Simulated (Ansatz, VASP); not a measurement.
# Two plane-wave programs on ScSbTe4

The input INCAR:

```
SYSTEM = ScSbTe4
ALGO = Normal
EDIFF = 1E-7
EDIFFG = -0.01
ENCUT = 600
GGA = PE
IBRION = 2
ISIF = 3
ISMEAR = 0
LASPH = .TRUE.
LCHARG = .FALSE.
LREAL = .FALSE.
LWAVE = .FALSE.
NELM = 80
NSW = 100
PREC = Accurate
SIGMA = 0.1
```

Contents of KPOINTS:

```
k-points
0
G
  8 8 8
  0 0 0
```

POSCAR

```
ScSbTe4
1.0
    0.0000000000      4.3912005800      4.3912005800
    4.3912005800      0.0000000000      4.3912005800
    4.3912005800      4.3912005800      0.0000000000
Sc Sb Te
1 1 4
Direct
    0.7500000000      0.7500000000      0.7500000000
    0.0000000000      0.0000000000      0.0000000000
    0.3741246300      0.8776261200      0.3741246300
    0.3741246300      0.3741246300      0.8776261200
    0.8776261200      0.3741246300      0.3741246300
    0.3741246300      0.3741246300      0.3741246300
```

Input for Ansatz:

```yaml
crystal:
  lattice:
    - [0.0, 4.39120058, 4.39120058]
    - [4.39120058, 0.0, 4.39120058]
    - [4.39120058, 4.39120058, 0.0]
  atoms:
    - { symbol: Sc, position: [0.75, 0.75, 0.75] }
    - { symbol: Sb, position: [0.0, 0.0, 0.0] }
    - { symbol: Te, position: [0.37412463, 0.87762612, 0.37412463] }
    - { symbol: Te, position: [0.37412463, 0.37412463, 0.87762612] }
    - { symbol: Te, position: [0.87762612, 0.37412463, 0.37412463] }
    - { symbol: Te, position: [0.37412463, 0.37412463, 0.37412463] }
basis:
  ecutwfc: 420
kpoints:
  mp_grid: { grid: [8, 8, 8] }
hamiltonian:
  xc: pbe
scf:
  occupations: { method: gaussian, width: 0.1 }
output:
  forces: true
  stress: true
  eigenvalues: true
relax:
  adjacent_minimum: "off"
  f_tol: 0.01
  max_steps: 80
  cell: { stress_tol: 0.05 }
```

Change from the starting cell: species swapped into the HoCdCu4 type (F-43m, No. 216).

Alike in both runs: task relaxation of cell and atoms; functional PBE; k mesh 8 × 8 × 8; occupations gaussian, width 0.1 eV; no spin polarisation.

|  | VASP | Ansatz |
| --- | --- | --- |
| version | VASP 6.6.1 | Ansatz 0.2.0 |
| potentials or method | VASP PAW PBE potentials, release 64 (Sc_sv, Sb, Te), cutoff 600 eV | scalar-relativistic, plane waves, PAW |
| valence electrons in the cell | 40 | 90 |

|  | VASP | Ansatz | Ansatz less VASP |
| --- | --- | --- | --- |
| gap on the k mesh at the Fermi level, each at its own relaxed structure (eV) | none | none | - |
| relaxed volume (Å³/atom) | 29.34 | 29.37 | +0.033 |
| relaxed cell length with the largest relative difference (Å) | 6.291 | 6.293 | +0.0024 |

A gap of «none» marks a metal or a gap that the smearing closes. VASP's potentials hold 40 valence electrons a cell and Ansatz's 90, so a difference there can come from the potentials and not from the codes.

Spin-orbit coupling is off throughout.
